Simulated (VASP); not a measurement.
# In4O (P4/mmm) in VASP: further runs

The runs below take In4O through relaxation of cell and atoms, single point, with PBE.

Everything below comes from runs of VASP 6.6.1. Logs are shortened: lines on timing, memory, paths and dates and some standing lists are left out, and cuts for length are marked.

### 1 The cell of the first run

It takes space group P4/mmm (No. 123, tetragonal). Conventional cell: a = 4.359 Å, b = 4.359 Å, c = 6.505 Å, α = 90.00°, β = 90.00°, γ = 90.00°. In (site symmetry 2mm) has 2 O at 2.70 Å and 6 In at 3.08 to 3.30 Å within 3.6 Å. O (site symmetry 4/mmm) has 8 In at 2.70 Å within 3.6 Å.

The cell was generated, and may not be a known phase.

### 2 Relaxation of cell and atoms, PBE

INCAR

```
PREC = Accurate
ENCUT = 600
EDIFF = 1E-6
ISMEAR = 0
SIGMA = 0.1
LREAL = False
LASPH = True
NELM = 80
ALGO = Normal
ISIF = 3
LWAVE = False
LCHARG = False
GGA = PE
IBRION = 2
NSW = 100
EDIFFG = -0.01
```

KPOINTS

```
regular mesh
0
Gamma
  10 10 6
```

POSCAR

```
In4O
1.0
    4.3593171949      0.0000000000      0.0000000000
    0.0000000000      4.3593171949      0.0000000000
    0.0000000000      0.0000000000      6.5054135030
In O
4 1
Direct
    0.0000000000      0.5000000000      0.7538022480
    0.5000000000      0.0000000000      0.7538022480
    0.0000000000      0.5000000000      0.2461977520
    0.5000000000      0.0000000000      0.2461977520
    0.0000000000      0.0000000000      0.0000000000
```

Potentials or basis: VASP PAW PBE potentials, release 64 (In_d, O).

Command:

```sh
$ cat potpaw_PBE.64/In_d/POTCAR potpaw_PBE.64/O/POTCAR > POTCAR
$ mpirun -np 1 vasp_std > vasp.out
```

OUTCAR:

```text
PREC = Accurate
   ENCUT = 600
   EDIFF = 1E-6
   ISMEAR = 0
   LREAL = False
   LASPH = True
   NELM = 80
   ISIF = 3
   GGA = PE
   IBRION = 2
   NSW = 100
   EDIFFG = -0.01

 ion  position               nearest neighbor table
   1  0.000  0.500  0.754-   5 2.70   5 2.70   2 3.08   2 3.08   2 3.08   2 3.08   3 3.20   3 3.30

   2  0.500  0.000  0.754-   5 2.70   5 2.70   1 3.08   1 3.08   1 3.08   1 3.08   4 3.20   4 3.30

   3  0.000  0.500  0.246-   5 2.70   5 2.70   4 3.08   4 3.08   4 3.08   4 3.08   1 3.20   1 3.30

   4  0.500  0.000  0.246-   5 2.70   5 2.70   3 3.08   3 3.08   3 3.08   3 3.08   2 3.20   2 3.30

   5  0.000  0.000  0.000-   1 2.70   2 2.70   3 2.70   4 2.70   1 2.70   3 2.70   2 2.70   4 2.70

  LATTYP: Found a simple tetragonal cell.
 ALAT       =     4.3593171949
 C/A-ratio  =     1.4923010215

  Lattice vectors:

 A1 = (   4.3593171949,   0.0000000000,   0.0000000000)
 A2 = (   0.0000000000,   4.3593171949,   0.0000000000)
 A3 = (   0.0000000000,   0.0000000000,   6.5054135030)

Analysis of symmetry for initial positions (statically):
=====================================================================
 Subroutine PRICEL returns:
 Original cell was already a primitive cell.

 Routine SETGRP: Setting up the symmetry group for a
 simple tetragonal supercell.

 Subroutine GETGRP returns: Found 16 space group operations
 (whereof 16 operations were pure point group operations)
 out of a pool of 16 trial point group operations.

The static configuration has the point symmetry D_4h.

Analysis of symmetry for dynamics (positions and initial velocities):
=====================================================================
 Subroutine PRICEL returns:
 Original cell was already a primitive cell.

 Routine SETGRP: Setting up the symmetry group for a
 simple tetragonal supercell.

 Subroutine GETGRP returns: Found 16 space group operations
 (whereof 16 operations were pure point group operations)
 out of a pool of 16 trial point group operations.

The dynamic configuration has the point symmetry D_4h.

 Subroutine INISYM returns: Found 16 space group operations
 (whereof 16 operations are pure point group operations),
 and found     1 'primitive' translations

----------------------------------------------------------------------------------------

                                     Primitive cell

  volume of cell :     123.6266

  direct lattice vectors                    reciprocal lattice vectors
     4.359317195  0.000000000  0.000000000     0.229393723  0.000000000  0.000000000
     0.000000000  4.359317195  0.000000000     0.000000000  0.229393723  0.000000000
     0.000000000  0.000000000  6.505413503     0.000000000  0.000000000  0.153718130

  length of vectors
     4.359317195  4.359317195  6.505413503     0.229393723  0.229393723  0.153718130

  position of ions in fractional coordinates (direct lattice)
     0.000000000  0.500000000  0.753802248
     0.500000000  0.000000000  0.753802248
     0.000000000  0.500000000  0.246197752
     0.500000000  0.000000000  0.246197752
     0.000000000  0.000000000  0.000000000

  ion indices of the primitive-cell ions
   primitive index   ion index
                 1           1
                 2           2
                 3           3
                 4           4
                 5           5

----------------------------------------------------------------------------------------

 KPOINTS: regular mesh

Automatic generation of k-mesh.
 Grid dimensions read from file:
 generate k-points for:   10   10    6

 Generating k-lattice:

  Cartesian coordinates                     Fractional coordinates (reciprocal lattice)
     0.022939372  0.000000000  0.000000000     0.100000000  0.000000000  0.000000000
     0.000000000  0.022939372  0.000000000     0.000000000  0.100000000  0.000000000
     0.000000000  0.000000000  0.025619688     0.000000000  0.000000000  0.166666667

  Length of vectors
     0.022939372  0.022939372  0.025619688

  Shift w.r.t. Gamma in fractional coordinates (k-lattice)
     0.000000000  0.000000000  0.000000000

 Subroutine IBZKPT returns following result:
 ===========================================

 Found     84 irreducible k-points:

 Following reciprocal coordinates:
            Coordinates               Weight
  0.000000  0.000000  0.000000      1.000000
  0.100000  0.000000  0.000000      4.000000
  0.200000  0.000000  0.000000      4.000000
  0.300000  0.000000  0.000000      4.000000
  0.400000  0.000000  0.000000      4.000000
  0.500000  0.000000  0.000000      2.000000
[... 16 lines left out ...]
  0.100000  0.000000  0.166667      8.000000
  0.200000  0.000000  0.166667      8.000000
 [... further k-points ...]
   k-points           NKPTS =     84   k-points in BZ     NKDIM =     84   number of bands    NBANDS=     34
   number of dos      NEDOS =    301   number of ions     NIONS =      5
   total plane-waves  NPLWV =  69984
   dimension x,y,z NGX =    36 NGY =   36 NGZ =   54
   dimension x,y,z NGXF=    72 NGYF=   72 NGZF=  108
   ions per type =               4   1
   NGX,Y,Z   is equivalent  to a cutoff of  13.73, 13.73, 13.80 a.u.
   NGXF,Y,Z  is equivalent  to a cutoff of  27.46, 27.46, 27.60 a.u.
 SYSTEM =  unknown system
   PREC   = accura    normal or accurate (medium, high low for compatibility)
   ISTART =      0    job   : 0-new  1-cont  2-samecut
   ICHARG =      2    charge: 1-file 2-atom 10-const
   ISPIN  =      1    spin polarized calculation?
   LNONCOLLINEAR =      F non collinear calculations
   LSORBIT =      F    spin-orbit coupling
   LASPH  =      T    aspherical Exc in radial PAW
   ENCUT  =  600.0 eV  44.10 Ry    6.64 a.u.   8.71  8.71 12.99*2*pi/ulx,y,z
   NELM   =     80;   NELMIN=  2; NELMDL= -5     # of ELM steps
   EDIFF  = 0.1E-05   stopping-criterion for ELM
   LREAL  =      F    real-space projection
   EDIFFG = -.1E-01   stopping-criterion for IOM
   NSW    =    100    number of steps for IOM
   IBRION =      2    ionic relax: 0-MD 1-quasi-New 2-CG
   NFREE  =      1    steps in history (QN), initial steepest desc. (CG)
   ISIF   =      3    stress and relaxation
   ISYM   =      2    0-nonsym 1-usesym 2-fastsym
   POTIM  = 0.5000    time-step for ionic-motion
   TEBEG  =    0.0;   TEEND  =   0.0 temperature during run
   PSTRESS=    0.0 pullay stress
   NELECT =      58.0000    total number of electrons
   NUPDOWN=      -1.0000    fix difference up-down
   EMIN   =  10.00;   EMAX   =-10.00  energy-range for DOS
   EFERMI =   0.00;   METHOD = LEGACY
   ISMEAR =     0;   SIGMA  =   0.10  broadening in eV -4-tet -1-fermi 0-gaus
   EFERMI_NEDOS =   21; number of points for ismear=-14 and -15
   IALGO  =     38    algorithm
   IMIX   =      4    mixing-type and parameters
     AMIX     =   0.40;   BMIX     =  1.00
     AMIX_MAG =   1.60;   BMIX_MAG =  1.00
  volume/ion in A,a.u.               =      24.73       166.85
  Fermi-wavevector in a.u.,A,eV,Ry     =   1.272077  2.403878 22.016689  1.618181
  Thomas-Fermi vector in A             =   2.404976
   LORBIT       =      0    0 simple, 1 ext, 2 COOP (PROOUT), +10 PAW based schemes
   GGA     = PE    functional components
   LHFCALC =     F    Hartree Fock is set to
   AEXX    =    0.0000 exact exchange contribution
   IVDW    =     0    specifies the selected vdW correction
   LEPSILON=     F    determine dielectric tensor
   LRPA    =     F    only Hartree local field effects (RPA)
 conjugate gradient relaxation of ions
 non-spin polarized calculation
 Gauss-broadening in eV      SIGMA  =   0.10
  energy-cutoff  :      600.00
  volume of cell :      123.63
 maximum number of plane-waves:      4156
 NGX is ok and might be reduce to    36
   NGX = 17   NGY = 17   NGZ = 25

--------------------------------------- Ionic step        1  -------------------------------------------

 number of electron      57.9999978 magnetization

 Free energy of the ion-electron system (eV)
  ---------------------------------------------------
  ext. energy  EPLUGINS =         0.00000000
  ---------------------------------------------------
  free energy    TOTEN  =       -15.85260793 eV

  energy without entropy =      -15.84270586  energy(sigma->0) =      -15.84765690

------------------------ aborting loop because EDIFF is reached ----------------------------------------

  FORCE on cell =-STRESS in cart. coord.  units (eV):
  Direction    XX          YY          ZZ          XY          YZ          ZX
  --------------------------------------------------------------------------------------
  -------------------------------------------------------------------------------------
  Total        0.5354608      0.5354608      0.1400327      0.0000000      0.0000000     -0.0000000
  in kB        6.9394714      6.9394714      1.8147975      0.0000000      0.0000000     -0.0000000
  external PRESSURE =       5.2312467 kB  Pullay stress =       0.0000000 kB
[... 219 lines left out ...]
  energy  without entropy=      -15.8474425132  energy(sigma->0) =      -15.85227201

--------------------------------------- Ionic step        7  -------------------------------------------

 number of electron      57.9999975 magnetization

 Free energy of the ion-electron system (eV)
  ---------------------------------------------------
  ext. energy  EPLUGINS =         0.00000000
  ---------------------------------------------------
  free energy    TOTEN  =       -15.85710301 eV

  energy without entropy =      -15.84745439  energy(sigma->0) =      -15.85227870

 E-fermi :   6.0464     XC(G=0):  -9.7022

 val. band max:        6.0391005661   @ k =   0.2000   0.1000   0.3333
 cond. band min:       6.0786597010   @ k =   0.4000   0.2000   0.5000
 fundamental gap:      0.0395591348
 Fermi energy:         6.0464276699

 k-point     1 :       0.0000    0.0000    0.0000
  band No.  band energies     occupation
      1     -11.4672      2.00000
      2      -8.9196      2.00000
      3      -8.8920      2.00000
      4      -8.8572      2.00000
      5      -8.7067      2.00000
      6      -8.6691      2.00000
[... 877 lines left out ...]
     33       8.2468      0.00000
     34       9.8942      0.00000

 [... further k-points ...]

------------------------ aborting loop because EDIFF is reached ----------------------------------------

  FORCE on cell =-STRESS in cart. coord.  units (eV):
  Direction    XX          YY          ZZ          XY          YZ          ZX
  --------------------------------------------------------------------------------------
  -------------------------------------------------------------------------------------
  Total       -0.0231191     -0.0231191      0.0108342      0.0000000      0.0000000      0.0000000
  in kB       -0.2951416     -0.2951416      0.1383107      0.0000000      0.0000000      0.0000000
  external PRESSURE =      -0.1506575 kB  Pullay stress =       0.0000000 kB
[... 20 lines left out ...]
  FREE ENERGIE OF THE ION-ELECTRON SYSTEM (eV)
  ---------------------------------------------------
  free  energy   TOTEN  =       -15.8571030063 eV

  energy  without entropy=      -15.8474543888  energy(sigma->0) =      -15.85227870

 reached required accuracy - stopping structural energy minimisation
```

It took 12 min on 1 thread of Intel Xeon 6975P-C (Granite Rapids), shared host; peak memory 0.51 GiB.

Results:

```
Free energy                           : -15.8571 eV
Relaxed volume                        : 25.10 Å³/atom
Relaxed cell                          : a = 4.399 Å, b = 4.399 Å, c = 6.486 Å, α = 90.00°, β = 90.00°, γ = 90.00°
Space group after relaxing (to 0.1 Å) : P4/mmm (No. 123)
Energy gained by relaxing             : 0.9 meV/atom
Ionic steps                           : 7
Pressure after relaxing               : 0.0 GPa
Largest force after relaxing          : 0.009 eV/Å
Band gap on the k mesh                : zero (bands 29 and 30 overlap by 4.21 eV)
```

Forces in eV/Å, atoms in the order of the input:
```
In   0.000  0.000  0.009
In   0.000  0.000  0.009
In   0.000  0.000 -0.009
In   0.000  0.000 -0.009
O    0.000  0.000  0.000
```

The path:
| step | energy change (eV) | largest force (eV/Å) | pressure (GPa) | volume (Å³) |
| --- | --- | --- | --- | --- |
| 1 | 0.0000 | 0.0038 | 0.52 | 123.63 |
| 2 | -0.0035 | 0.0289 | 0.07 | 125.08 |
| 3 | -0.0037 | 0.0357 | -0.04 | 125.49 |
| 4 | -0.0037 | 0.0367 | -0.09 | 125.54 |
| 5 | -0.0042 | 0.0265 | -0.05 | 125.53 |
| 6 | -0.0045 | 0.0105 | -0.02 | 125.50 |
| 7 | -0.0045 | 0.0092 | -0.02 | 125.50 |

Final structure:
```yaml
crystal:
  lattice:
    - [4.39886, 0.00000, 0.00000]
    - [0.00000, 4.39886, 0.00000]
    - [0.00000, 0.00000, 6.48590]
  atoms:
    - { symbol: In, position: [0.00000, 0.50000, 0.75462] }
    - { symbol: In, position: [0.50000, 0.00000, 0.75462] }
    - { symbol: In, position: [0.00000, 0.50000, 0.24538] }
    - { symbol: In, position: [0.50000, 0.00000, 0.24538] }
    - { symbol: O, position: [0.00000, 0.00000, 0.00000] }
```

Caveat: spin-orbit coupling is left out, which moves the levels of the heavy elements.

### 3 Single point, PBE

INCAR

```
SYSTEM = In4O
  PREC = Accurate
  ENCUT = 520
  EDIFF = 1E-7
  ISMEAR = 0
  SIGMA = 0.1
  LREAL = .FALSE.
  LASPH = .TRUE.
  NELM = 100
  ALGO = Normal
  ISIF = 2
  LWAVE = .FALSE.
  LCHARG = .FALSE.
  GGA = PE
  NBANDS = 37
```

KPOINTS

```
Automatic mesh
0
G
  4 4 4
  0 0 0
```

POSCAR is that of step 2.

Potentials or basis: VASP PAW PBE potentials, release 64 (In_d, O).

Command:

```sh
$ cat potpaw_PBE.64/In_d/POTCAR potpaw_PBE.64/O/POTCAR > POTCAR
$ mpirun -np 1 vasp_std > vasp.out
```

Run time: 47 s. Hardware: 1 thread of Intel Xeon 6975P-C (Granite Rapids), shared host; peak memory 0.24 GiB.

The run converged. Its results:

| Property | Result |
| --- | --- |
| Free energy | -15.9410 eV |
| Pressure | 0.1 GPa |
| Largest force | 0.009 eV/Å |
| Band gap on the k mesh | zero (bands 29 and 30 overlap by 4.28 eV) |

Forces in eV/Å, atoms in the order of the input:
```
In   0.000  0.000  0.009
In   0.000  0.000  0.009
In   0.000  0.000 -0.009
In   0.000  0.000 -0.009
O    0.000  0.000  0.000
```

Stress tensor (GPa, compression positive):
```
 0.22  0.00  0.00
 0.00  0.22  0.00
 0.00  0.00 -0.01
```

Levels at points of the mesh, in eV from the Fermi level:
| k point | band 25 | band 26 | band 27 | band 28 | band 29 | band 30 | band 31 | band 32 | band 33 | band 34 |
| --- | --- | --- | --- | --- | --- | --- | --- | --- | --- | --- |
| (0.00, 0.00, 0.00) | -3.60 | -2.41 | -1.74 | -1.56 | 0.95 | 0.95 | 1.64 | 1.64 | 1.91 | 2.20 |
| (0.50, 0.00, 0.00) | -3.92 | -3.30 | -3.06 | -0.88 | -0.45 | 0.77 | 2.09 | 3.23 | 3.62 | 3.77 |
| (0.50, 0.50, 0.00) | -3.15 | -2.52 | -2.52 | -2.28 | -2.28 | -1.85 | -0.94 | 1.75 | 1.75 | 2.03 |
| (0.00, 0.00, 0.50) | -3.52 | -2.87 | -0.86 | -0.58 | 0.45 | 0.45 | 0.99 | 1.88 | 1.98 | 1.98 |
| (0.50, 0.00, 0.50) | -4.71 | -3.26 | -2.31 | -1.57 | 2.42 | 2.55 | 2.87 | 2.96 | 3.06 | 3.46 |
| (0.50, 0.50, 0.50) | -4.24 | -4.24 | -2.37 | -2.20 | -0.69 | -0.69 | -0.39 | 0.23 | 3.69 | 3.69 |

Caveat: the k points lie up to 0.36 Å⁻¹ apart, too coarse for converged energies and pressures of a metal; spin-orbit coupling is left out, which moves the levels of the heavy elements.

The gap in the log of VASP goes by the Fermi energy; the results here count the filled bands.